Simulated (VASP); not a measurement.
# TaN (WC type) (P-6m2) in VASP: single point with PBE

Aim: the single point of TaN (WC type) with PBE.

Program: VASP 6.6.1. These are calculated values, not measurements. Logs are shortened: lines on timing, memory, paths and dates and some standing lists are left out, and cuts for length are marked.

### 1 The cell of the first run

Symmetry: P-6m2, No. 187, hexagonal system. The conventional cell has a = 2.634 Å, b = 2.634 Å, c = 2.643 Å, α = 90.00°, β = 90.00°, γ = 120.00°. Within 2.7 Å of Ta (site symmetry -6m2) lie 6 N at 2.01 Å and 8 Ta at 2.63 to 2.64 Å. Within 2.7 Å of N (site symmetry -6m2) lie 6 Ta at 2.01 Å and 8 N at 2.63 to 2.64 Å.

### 2 Single point, PBE

Input file INCAR:

```
ALGO = Normal
EDIFF = 1E-6
ENCUT = 700
GGA = PE
GGA_COMPAT = False
ISIF = 2
ISMEAR = -1
LASPH = True
LCHARG = False
LREAL = False
LWAVE = False
NBANDS = 16
NELM = 120
PREC = Accurate
SIGMA = 0.08
```

Input file KPOINTS:

```
k-points
0
Gamma
  17 17 15
```

Input file POSCAR:

```
TaN
1.0
    2.6342597309      0.0000000000      0.0000000000
   -1.3171298655      2.2813358471      0.0000000000
    0.0000000000      0.0000000000      2.6426177551
Ta N
1 1
Direct
    0.0000000000      0.0000000000      0.0000000000
    0.3333333333      0.6666666667      0.5000000000
```

Potentials or basis: VASP PAW PBE potentials, release 64 (Ta_sv_GW, N).

Launch:

```bash
$ cat potpaw_PBE.64/Ta_sv_GW/POTCAR potpaw_PBE.64/N/POTCAR > POTCAR
$ mpirun -np 1 vasp_std > vasp.out
```

OUTCAR:

```text
EDIFF = 1E-6
   ENCUT = 700
   GGA = PE
   ISIF = 2
   ISMEAR = -1
   LASPH = True
   LREAL = False
   NELM = 120
   PREC = Accurate

 ion  position               nearest neighbor table
   1  0.000  0.000  0.000-   2 2.01   2 2.01   2 2.01   2 2.01   2 2.01   2 2.01
   2  0.333  0.667  0.500-   1 2.01   1 2.01   1 2.01   1 2.01   1 2.01   1 2.01

  LATTYP: Found a hexagonal cell.
 ALAT       =     2.6342597309
 C/A-ratio  =     1.0031728171

  Lattice vectors:

 A1 = (   2.6342597309,   0.0000000000,   0.0000000000)
 A2 = (  -1.3171298655,   2.2813358471,   0.0000000000)
 A3 = (   0.0000000000,   0.0000000000,   2.6426177551)

Analysis of symmetry for initial positions (statically):
=====================================================================
 Subroutine PRICEL returns:
 Original cell was already a primitive cell.

 Routine SETGRP: Setting up the symmetry group for a
 hexagonal supercell.

 Subroutine GETGRP returns: Found 12 space group operations
 (whereof 12 operations were pure point group operations)
 out of a pool of 24 trial point group operations.

The static configuration has the point symmetry D_3h.

Analysis of symmetry for dynamics (positions and initial velocities):
=====================================================================
 Subroutine PRICEL returns:
 Original cell was already a primitive cell.

 Routine SETGRP: Setting up the symmetry group for a
 hexagonal supercell.

 Subroutine GETGRP returns: Found 12 space group operations
 (whereof 12 operations were pure point group operations)
 out of a pool of 24 trial point group operations.

The dynamic configuration has the point symmetry D_3h.

 Subroutine INISYM returns: Found 12 space group operations
 (whereof 12 operations are pure point group operations),
 and found     1 'primitive' translations

----------------------------------------------------------------------------------------

                                     Primitive cell

  volume of cell :      15.8812

  direct lattice vectors                    reciprocal lattice vectors
     2.634259731  0.000000000  0.000000000     0.379613289  0.219169834  0.000000000
    -1.317129866  2.281335847  0.000000000     0.000000000  0.438339669  0.000000000
     0.000000000  0.000000000  2.642617755     0.000000000  0.000000000  0.378412655

  length of vectors
     2.634259731  2.634259731  2.642617755     0.438339669  0.438339669  0.378412655

[... 72 lines left out ...]
   ISTART =      0    job   : 0-new  1-cont  2-samecut
   ICHARG =      2    charge: 1-file 2-atom 10-const
   ISPIN  =      1    spin polarized calculation?
   LNONCOLLINEAR =      F non collinear calculations
   LSORBIT =      F    spin-orbit coupling
   LASPH  =      T    aspherical Exc in radial PAW
   ENCUT  =  700.0 eV  51.45 Ry    7.17 a.u.   5.68  5.68  5.70*2*pi/ulx,y,z
   NELM   =    120;   NELMIN=  2; NELMDL= -5     # of ELM steps
   EDIFF  = 0.1E-05   stopping-criterion for ELM
   LREAL  =      F    real-space projection
[... 7 lines left out ...]
   TEBEG  =    0.0;   TEEND  =   0.0 temperature during run
   PSTRESS=    0.0 pullay stress
   NELECT =      18.0000    total number of electrons
   NUPDOWN=      -1.0000    fix difference up-down
   EMIN   =  10.00;   EMAX   =-10.00  energy-range for DOS
   EFERMI =   0.00;   METHOD = LEGACY
   ISMEAR =    -1;   SIGMA  =   0.08  broadening in eV -4-tet -1-fermi 0-gaus
   EFERMI_NEDOS =   21; number of points for ismear=-14 and -15
   IALGO  =     38    algorithm
   IMIX   =      4    mixing-type and parameters
     AMIX     =   0.40;   BMIX     =  1.00
     AMIX_MAG =   1.60;   BMIX_MAG =  1.00
  volume/ion in A,a.u.               =       7.94        53.59
  Fermi-wavevector in a.u.,A,eV,Ry     =   1.706888  3.225550 39.640105  2.913466
  Thomas-Fermi vector in A             =   2.785841
   LORBIT       =      0    0 simple, 1 ext, 2 COOP (PROOUT), +10 PAW based schemes
   GGA     = PE    functional components
   LHFCALC =     F    Hartree Fock is set to
   AEXX    =    0.0000 exact exchange contribution
   IVDW    =     0    specifies the selected vdW correction
   LEPSILON=     F    determine dielectric tensor
   LRPA    =     F    only Hartree local field effects (RPA)
 non-spin polarized calculation
  energy-cutoff  :      700.00
  volume of cell :       15.88
 maximum number of plane-waves:       682
 NGX is ok and might be reduce to    24
   NGX = 11   NGY = 11   NGZ = 11

 number of electron      18.0000000 magnetization

 Free energy of the ion-electron system (eV)
  ---------------------------------------------------
  ext. energy  EPLUGINS =         0.00000000
  ---------------------------------------------------
  free energy    TOTEN  =       -21.96153699 eV

  energy without entropy =      -21.95769136  energy(sigma->0) =      -21.95961417

 E-fermi :  17.7300     XC(G=0): -15.5600

 val. band max:       17.7008450585   @ k =   0.0588   0.0588   0.4667
 cond. band min:      17.7464668186   @ k =   0.0588   0.0588   0.4000
 fundamental gap:      0.0456217601
 Fermi energy:        17.7299863987

 k-point     1 :       0.0000    0.0000    0.0000
  band No.  band energies     occupation
      1     -50.4694      2.00000
      2     -16.7195      2.00000
      3     -16.0070      2.00000
      4     -16.0070      2.00000
      5      -2.6400      2.00000
      6      11.4951      2.00000
[... 433 lines left out ...]
      3     -16.6694      2.00000
      4     -16.3990      2.00000
      5      -0.0929      2.00000
      6       8.5425      2.00000
[... 8 lines left out ...]
     15      33.6121      0.00000
     16      38.0304      0.00000

 [... further k-points ...]

------------------------ aborting loop because EDIFF is reached ----------------------------------------

  FORCE on cell =-STRESS in cart. coord.  units (eV):
  Direction    XX          YY          ZZ          XY          YZ          ZX
  --------------------------------------------------------------------------------------
  -------------------------------------------------------------------------------------
  Total       21.0042593     21.0042593     21.0839254     -0.0000000      0.0000000     -0.0000000
  in kB     2119.0235717   2119.0235717   2127.0607135     -0.0000000      0.0000000     -0.0000000
  external PRESSURE =    2121.7026190 kB  Pullay stress =       0.0000000 kB

 VOLUME and BASIS-vectors are now :
 -----------------------------------------------------------------------------
  energy-cutoff  :      700.00
  volume of cell :       15.88
      direct lattice vectors                 reciprocal lattice vectors
     2.634259731  0.000000000  0.000000000     0.379613289  0.219169834  0.000000000
    -1.317129866  2.281335847  0.000000000     0.000000000  0.438339669  0.000000000
     0.000000000  0.000000000  2.642617755     0.000000000  0.000000000  0.378412655

 POSITION                                       TOTAL-FORCE (eV/Angst)
 -----------------------------------------------------------------------------------
      0.00000      0.00000      0.00000         0.000000      0.000000      0.000000
     -0.00000      1.52089      1.32131        -0.000000      0.000000      0.000000
 -----------------------------------------------------------------------------------
    total drift:                                0.000000     -0.000000     -0.000000

  FREE ENERGIE OF THE ION-ELECTRON SYSTEM (eV)
  ---------------------------------------------------
  free  energy   TOTEN  =       -21.9615369855 eV

  energy  without entropy=      -21.9576913580  energy(sigma->0) =      -21.95961417
```

stdout:

```text
POSCAR found type information on POSCAR TaN
 POSCAR found :  2 types and       2 ions
 scaLAPACK will be used
 LDA part: xc-table for (Slater+PW92), standard interpolation
 POSCAR, INCAR and KPOINTS ok, starting setup
 FFT: planning ... GRIDC
 FFT: planning ... GRID_SOFT
 FFT: planning ... GRID
 WAVECAR not read
 entering main loop
```

It took 48 s on 1 thread of Intel Xeon Platinum 8488C (Sapphire Rapids), shared host; peak memory 0.24 GiB.

What came out:

```yaml
Free_energy: -21.9615 eV
Pressure: 212.2 GPa
Band_gap_on_the_k_mesh: zero (bands 9 and 10 overlap by 0.86 eV)
```

Stress tensor (GPa, compression positive):
```
211.90   0.00   0.00
  0.00 211.90   0.00
  0.00   0.00 212.71
```

Caveat: the cell stands under pressure; spin-orbit coupling is left out, which moves the levels of the heavy elements.

The gap in the log of VASP goes by the Fermi energy; the results here count the filled bands.